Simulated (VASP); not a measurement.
Runs of VASP 6.6.1 on Zn3Se. The structure is that of space group Pm-3m (No. 221), or close to it. The cells are those of the table. The cell was generated, and may not be a known phase.

```tsv
task	cell	k mesh	cutoff (eV)	gap on the mesh (eV)	pressure (GPa)	relaxed volume (Å³/atom)
single point	a = 5.420 Å, 4 atoms	8 × 8 × 8	520	none	0.0	-
relaxation of cell and atoms	relaxed from a = 5.420 Å, 4 atoms	8 × 8 × 8	600	none	0.0	-
relaxation of cell and atoms	relaxed from a = 5.566 Å, 4 atoms	8 × 8 × 8	600	none	0.0	39.89
single point	a = 4.364 Å, 4 atoms	4 × 4 × 4	520	none	27.3	-
relaxation of cell and atoms	relaxed from a = 4.364 Å, 4 atoms	4 × 4 × 4	600	none	0.0	(a)
single point	a = 5.566 Å, 4 atoms	4 × 4 × 4	520	none	0.0	-
```

Alike in all rows: level PBE; potentials or basis VASP PAW PBE potentials, release 64 (Zn, Se); no spin polarisation; smearing gaussian 0.1 eV.

**Question.** Fill in the values left out.

**Answer.** (a) 42.76.

Caveats: the relaxation stopped at its first step, so nothing moved (at least some runs); the cell stands under pressure (at least some runs); the volume moved by over 15 % at a fixed basis, so the end points are rough (at least some runs).

A k mesh can miss the band edges, and the runs leave out spin-orbit coupling on Se.

A gap of «none» marks levels without a gap at the run's occupations.
